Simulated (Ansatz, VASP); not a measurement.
# Two plane-wave programs on HfBi3O

```xyz
5
Lattice="4.9160 0.0000 0.0000 0.0000 4.9160 0.0000 0.0000 0.0000 4.9160" Properties=species:S:1:pos:R:3 pbc="T T T"
Hf    0.0000    0.0000    0.0000
Bi    2.4580    0.0000    2.4580
Bi    2.4580    2.4580    0.0000
Bi    0.0000    2.4580    2.4580
O     2.4580    2.4580    2.4580
```

Change from the starting cell: species swapped into the Pr3InO type (Pm-3m, No. 221).

Alike in both runs: functional PBE; k mesh 8 × 8 × 8; occupations gaussian, width 0.1 eV; no spin polarisation.

Ansatz relaxed the structure, and its values are those at the end. VASP's run is a single point on that final structure, the one shown.

|  | VASP | Ansatz |
| --- | --- | --- |
| version | VASP 6.6.1 | Ansatz 0.2.0 |
| potentials or method | VASP PAW PBE potentials, release 64 (Hf_pv, Bi_d, O), cutoff 520 eV | scalar-relativistic, plane waves, PAW |
| valence electrons in the cell | 61 | 77 |

VASP gave:

| Quantity | Value |
| --- | --- |
| gap on the k mesh at the Fermi level (eV) | none |
| pressure (GPa) | -0.2 |

**Question.** Estimate Ansatz's values.

**Answer.** gap on the k mesh at the Fermi level (eV): none; pressure (GPa): 0.0.

A gap of «none» marks a metal or a gap that the smearing closes. The functional is the same, so the differences come from potentials, cutoffs and numerics. VASP's potentials hold 61 valence electrons a cell and Ansatz's 77, so a difference there can come from the potentials and not from the codes.

Spin-orbit coupling is off throughout.
